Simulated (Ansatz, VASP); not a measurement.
**AlN in VASP and in Ansatz**

Contents of INCAR:

```
PREC     = Accurate       # precision mode
ENCUT    = 600            # plane-wave cutoff, eV
EDIFF    = 1E-6           # SCF threshold, eV
ISMEAR   = 0              # smearing method
SIGMA    = 0.02           # smearing width, eV
LREAL    = False          # projectors in reciprocal space
LASPH    = True           # aspherical terms in the spheres
NELM     = 120            # most SCF steps
ALGO     = Normal         # electronic algorithm
ISIF     = 2              # what is computed and relaxed
LWAVE    = False          # write WAVECAR
LCHARG   = False          # write CHGCAR
GGA      = PS             # functional
IVDW     = 12             # dispersion correction
NBANDS   = 11             # bands
GGA_COMPAT= False
```

The input KPOINTS:

```
regular mesh
0
Gamma
  10 10 10
```

File POSCAR:

```
AlN
1.0
    0.0000000000      2.0668446427      2.0668446427
    2.0668446427      0.0000000000      2.0668446427
    2.0668446427      2.0668446427      0.0000000000
Al N
1 1
Direct
    0.5000000000      0.5000000000      0.5000000000
    0.0000000000      0.0000000000      0.0000000000
```

Input for Ansatz:

```yaml
crystal:
  lattice:
    - [0.0, 2.0668446427, 2.0668446427]
    - [2.0668446427, 0.0, 2.0668446427]
    - [2.0668446427, 2.0668446427, 0.0]
  atoms:
    - { symbol: Al, position: [0.5, 0.5, 0.5] }
    - { symbol: "N", position: [0.0, 0.0, 0.0] }
basis:
  ecutwfc: 420
kpoints:
  mp_grid: { grid: [10, 10, 10] }
hamiltonian:
  xc: pbesol
  dispersion: d3bj
  pseudopotentials: { kind: paw }
scf:
  occupations: { method: gaussian, width: 0.02 }
output:
  forces: true
  stress: true
  eigenvalues: true
```

Alike in both runs: task single point; functional PBEsol; dispersion D3(BJ); k mesh 10 × 10 × 10; occupations gaussian, width 0.02 eV; no spin polarisation.

|  | VASP | Ansatz |
| --- | --- | --- |
| version | VASP 6.6.1 | Ansatz 0.2.0 |
| potentials or method | VASP PAW PBE potentials, release 64 (Al, N), cutoff 600 eV | scalar-relativistic, plane waves, PAW |
| valence electrons in the cell | 8 | 8 |

Ansatz gave:

* gap on the k mesh at the Fermi level (eV): 3.94
* least direct gap on the mesh (eV): 4.73
* pressure (GPa): -19.9

**Question.** What did VASP give for the same quantities?

**Answer.** gap on the k mesh at the Fermi level (eV): 3.94; least direct gap on the mesh (eV): 4.75; pressure (GPa): -20.2.

VASP's potentials were made for PBE, not for PBEsol.
